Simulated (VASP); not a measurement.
# CaSe (Fm-3m) in VASP: a run that goes wrong, beside a sound one

A flawed run on CaSe and a sound one for comparison.

Program: VASP 6.6.1. These are calculated values, not measurements. Logs are shortened: lines on timing, memory, paths and dates and some standing lists are left out, and cuts for length are marked.

### 1 The cell of the first run

It takes space group Fm-3m (No. 225, cubic). The conventional cell has a = 5.912 Å, b = 5.912 Å, c = 5.912 Å, α = 90.00°, β = 90.00°, γ = 90.00°. Se (site symmetry m-3m) has 6 Ca at 2.96 Å within 3.9 Å. Ca (site symmetry m-3m) has 6 Se at 2.96 Å within 3.9 Å.

### 2 A run with an altered input

Input file INCAR:

```
ALGO     = Normal         # electronic algorithm
AMIX     = 1.5          
BMIX     = 1E-4         
EDIFF    = 1E-6           # SCF threshold, eV
EFERMI   = MIDGAP       
ENCUT    = 300            # plane-wave cutoff, eV
GGA      = PS             # functional
GGA_COMPAT= False        
IMIX     = 1            
ISMEAR   = 0              # smearing method
LASPH    = True           # aspherical terms in the spheres
LCHARG   = True           # write CHGCAR
LORBIT   = 11             # projections on sites
LREAL    = False          # projectors in reciprocal space
LSORBIT  = True           # spin-orbit coupling
LWAVE    = False          # write WAVECAR
MAGMOM   = 0 0 0 0 0 0    # initial moments
NBANDS   = 40             # bands
NELM     = 80             # most SCF steps
PREC     = Accurate       # precision mode
SIGMA    = 0.03           # smearing width, eV
```

Input file KPOINTS:

```
Automatic mesh
0
Gamma
  5 5 5
  0 0 0
```

Input file POSCAR:

```
CaSe
1.0
    0.0000000000      2.9560000000      2.9560000000
    2.9560000000      0.0000000000      2.9560000000
    2.9560000000      2.9560000000      0.0000000000
Se Ca
1 1
Direct
    0.5000000000      0.5000000000      0.5000000000
    0.0000000000      0.0000000000      0.0000000000
```

Potentials or basis: VASP PAW PBE potentials, release 64 (Se, Ca_sv).

The run is started by

```console
$ cat potpaw_PBE.64/Se/POTCAR potpaw_PBE.64/Ca_sv/POTCAR > POTCAR
$ mpirun -np 1 vasp_ncl > vasp.out
```

OUTCAR:

```text
AMIX = 1.5
   EDIFF = 1E-6
   EFERMI = MIDGAP
   ENCUT = 300
   GGA = PS
   IMIX = 1
   ISMEAR = 0
   LASPH = True
   LORBIT = 11
   LREAL = False
[... 29 lines left out ...]
   LASPH  =      T    aspherical Exc in radial PAW
   ENCUT  =  300.0 eV  22.05 Ry    4.70 a.u.   5.90  5.90  5.90*2*pi/ulx,y,z
   NELM   =     80;   NELMIN=  2; NELMDL= -5     # of ELM steps
   EDIFF  = 0.1E-05   stopping-criterion for ELM
   LREAL  =      F    real-space projection
   EDIFFG = 0.1E-04   stopping-criterion for IOM
   NSW    =      0    number of steps for IOM
   IBRION =     -1    ionic relax: 0-MD 1-quasi-New 2-CG
   NFREE  =      0    steps in history (QN), initial steepest desc. (CG)
   ISIF   =      2    stress and relaxation
[... 73 lines left out ...]
tot          0.485  -0.096   0.418   0.806

 number of electron      15.9999992 magnetization       0.0000037      0.0000009      0.0000071

 number of electron      15.9999999 magnetization      -0.0000187     -0.0000045     -0.0000354

 Free energy of the ion-electron system (eV)
  ---------------------------------------------------
  ext. energy  EPLUGINS =         0.00000000
  ---------------------------------------------------
  free energy    TOTEN  = ****************** eV

  energy without entropy =******************  energy(sigma->0) =******************
```

On the terminal:

```text
POSCAR found type information on POSCAR SeCa
 POSCAR found :  2 types and       2 ions
[... 32 lines left out ...]

1
```

It took 19 s on 1 thread of Intel Xeon 6975P-C (Granite Rapids), shared host.

The program failed during the run. What is wrong with the input: mixing far too strong (IMIX = 1; AMIX = 1.5; BMIX = 0.0001).

### 3 Band structure, PBEsol, non-collinear spin, zero start, spin-orbit coupling

POSCAR is that of step 2.

Input file INCAR.step1:

```
ALGO     = Normal         # electronic algorithm
EDIFF    = 1E-7           # SCF threshold, eV
EFERMI   = MIDGAP       
ENCUT    = 520            # plane-wave cutoff, eV
GGA      = PS             # functional
GGA_COMPAT= False        
ISMEAR   = 0              # smearing method
LASPH    = True           # aspherical terms in the spheres
LCHARG   = True           # write CHGCAR
LORBIT   = 11             # projections on sites
LREAL    = False          # projectors in reciprocal space
LSORBIT  = True           # spin-orbit coupling
LWAVE    = False          # write WAVECAR
MAGMOM   = 0 0 0 0 0 0    # initial moments
NBANDS   = 40             # bands
NELM     = 200            # most SCF steps
PREC     = Accurate       # precision mode
SIGMA    = 0.03           # smearing width, eV
```

Input file KPOINTS.step1:

```
Automatic mesh
0
Gamma
  10 10 10
  0 0 0
```

Input file INCAR.step2:

```
ALGO     = Normal         # electronic algorithm
EDIFF    = 1E-7           # SCF threshold, eV
EFERMI   = MIDGAP       
ENCUT    = 520            # plane-wave cutoff, eV
GGA      = PS             # functional
GGA_COMPAT= False        
ICHARG   = 11             # starting density
ISMEAR   = 0              # smearing method
LASPH    = True           # aspherical terms in the spheres
LCHARG   = False          # write CHGCAR
LORBIT   = 11             # projections on sites
LREAL    = False          # projectors in reciprocal space
LSORBIT  = True           # spin-orbit coupling
LWAVE    = False          # write WAVECAR
MAGMOM   = 0 0 0 0 0 0    # initial moments
NBANDS   = 40             # bands
NELM     = 200            # most SCF steps
PREC     = Accurate       # precision mode
SIGMA    = 0.03           # smearing width, eV
```

Input file KPOINTS.step2:

```
path GXWKGLUWLK,UX
32
line-mode
reciprocal
 0.0000000000  0.0000000000  0.0000000000  G
 0.5000000000  0.0000000000  0.5000000000  X

 0.5000000000  0.0000000000  0.5000000000  X
 0.5000000000  0.2500000000  0.7500000000  W

 0.5000000000  0.2500000000  0.7500000000  W
 0.3750000000  0.3750000000  0.7500000000  K

 0.3750000000  0.3750000000  0.7500000000  K
 0.0000000000  0.0000000000  0.0000000000  G

 0.0000000000  0.0000000000  0.0000000000  G
 0.5000000000  0.5000000000  0.5000000000  L

 0.5000000000  0.5000000000  0.5000000000  L
 0.6250000000  0.2500000000  0.6250000000  U

 0.6250000000  0.2500000000  0.6250000000  U
 0.5000000000  0.2500000000  0.7500000000  W

 0.5000000000  0.2500000000  0.7500000000  W
 0.5000000000  0.5000000000  0.5000000000  L

 0.5000000000  0.5000000000  0.5000000000  L
 0.3750000000  0.3750000000  0.7500000000  K

 0.6250000000  0.2500000000  0.6250000000  U
 0.5000000000  0.0000000000  0.5000000000  X
```

Potentials or basis: VASP PAW PBE potentials, release 64 (Se, Ca_sv).

The run is started by

```console
$ cat potpaw_PBE.64/Se/POTCAR potpaw_PBE.64/Ca_sv/POTCAR > POTCAR
$ cp INCAR.step1 INCAR
$ cp KPOINTS.step1 KPOINTS
$ mpirun -np 1 vasp_ncl > vasp.out
$ cp INCAR.step2 INCAR
$ cp KPOINTS.step2 KPOINTS
$ mpirun -np 1 vasp_ncl > vasp.out
```

Run time: 6.7 min. Hardware: 1 thread of Intel Xeon 6975P-C (Granite Rapids), shared host; peak memory 0.94 GiB.

It converged, with:

```yaml
Net_moment: 0.00 μB per cell
```

Moments on the atoms (μB; x, y, z):
```
Se  0.00 0.00 0.00
Ca  0.00 0.00 0.00
```

Caveat: the log is that of the step along the path at fixed density, whose energy, stress, charges and moments have no meaning.
